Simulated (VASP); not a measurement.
Input of a VASP 6.6.1 run:

The input INCAR:

```
SYSTEM = TaN
PREC = Accurate
ENCUT = 600
EDIFF = 1E-6
ISMEAR = 1
SIGMA = 0.15
LREAL = .FALSE.
LASPH = .TRUE.
NELM = 60
ALGO = Normal
ISIF = 3
LWAVE = .FALSE.
LCHARG = .FALSE.
IBRION = 2
NSW = 80
EDIFFG = -0.01
```

Contents of KPOINTS:

```
Automatic mesh
0
G
  5 5 8
  0 0 0
```

POSCAR

```
TaN
1.0
    5.1910000000      0.0000000000      0.0000000000
   -2.5955000000      4.4955378710      0.0000000000
    0.0000000000      0.0000000000      2.9080000000
Ta N
3 3
Direct
    0.0000000000      0.0000000000      0.0000000000
    0.3333330000      0.6666670000      0.5000000000
    0.6666670000      0.3333330000      0.5000000000
    0.5000000000      0.0000000000      0.0000000000
    0.5000000000      0.5000000000      0.0000000000
    0.0000000000      0.5000000000      0.0000000000
```

Potentials or basis: VASP PAW LDA potentials, release 64 (Ta_pv, N).

Command:

```sh
$ cat potpaw_LDA.64/Ta_pv/POTCAR potpaw_LDA.64/N/POTCAR > POTCAR
$ mpirun -np 1 vasp_std > vasp.out
```

Question: What does it give for the space group after relaxing (to 0.1 Å)?

Answer: P6/mmm (No. 191).

Question: Estimate the relaxed cell.

Answer: a = 5.176 Å, b = 5.176 Å, c = 2.894 Å, α = 90.00°, β = 90.00°, γ = 120.00°.

Stress tensor (GPa, compression positive):
```
-0.10  0.00  0.00
 0.00 -0.10  0.00
 0.00  0.00  0.01
```

 LDA usually gives volumes a few per cent too small.
